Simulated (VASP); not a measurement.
Set up this calculation in VASP 6.6.1, as the native input.

| Item | Value |
| --- | --- |
| Task | single point |
| Functional | PBE |
| Potentials or basis | VASP PAW PBE potentials, release 64 (Zn, S) |
| Cutoff | 520 eV |
| k mesh | 8 × 8 × 3 |
| Occupations | gaussian, width 0.05 eV |
| Spin | no spin polarisation |
| Dipole correction | no |
| Further INCAR settings | ALGO = Normal; EDIFF = 1e-07; NBANDS = 36 |

The structure of ZnS lies in POSCAR:

```
ZnS
1.0
    2.7215639849     -2.7215639849      0.0000000000
    2.7215639849      0.0000000000     -2.7215639849
    6.8039099624      4.9895339724      4.5359399749
Zn S
3 3
Direct
    0.2569388889      0.1805444444      0.4583666667
    0.6458277778      0.6249888889      0.1250333333
   -0.1319500000     -0.2639000000      0.7917000000
    0.5208277778      0.3749888889      0.8750333333
    0.9097166667     -0.1805666667      0.5417000000
    0.2986055556      0.2638777778      0.2083666667
```

This cell differs from its parent crystal: the part above a cut slid along it.

One way to write it, as run:

INCAR

```
SYSTEM = ZnS
PREC = Accurate
ENCUT = 520
EDIFF = 1E-7
ISMEAR = 0
SIGMA = 0.05
LREAL = .FALSE.
LASPH = .TRUE.
NELM = 80
ALGO = Normal
ISIF = 2
LWAVE = .FALSE.
LCHARG = .TRUE.
GGA = PE
LELF = .TRUE.
LVHAR = .TRUE.
NBANDS = 36
```

KPOINTS

```
Automatic mesh
0
G
  8 8 3
  0 0 0
```

Potentials or basis: VASP PAW PBE potentials, release 64 (Zn, S).

The run is started by

```console
$ cat potpaw_PBE.64/Zn/POTCAR potpaw_PBE.64/S/POTCAR > POTCAR
$ mpirun -np 1 vasp_std > vasp.out
```

It gave:

- Pressure: -0.2 GPa
- Largest force: 0.497 eV/Å
- Band gap on the k mesh: 1.08 eV

Caveat: the cell differs from its parent crystal (the part above a cut slid along it).

It took 3.3 min on 1 thread of Intel(R) Xeon(R) 6975P-C (Granite Rapids), on a shared host, peak memory 0.45 GiB.
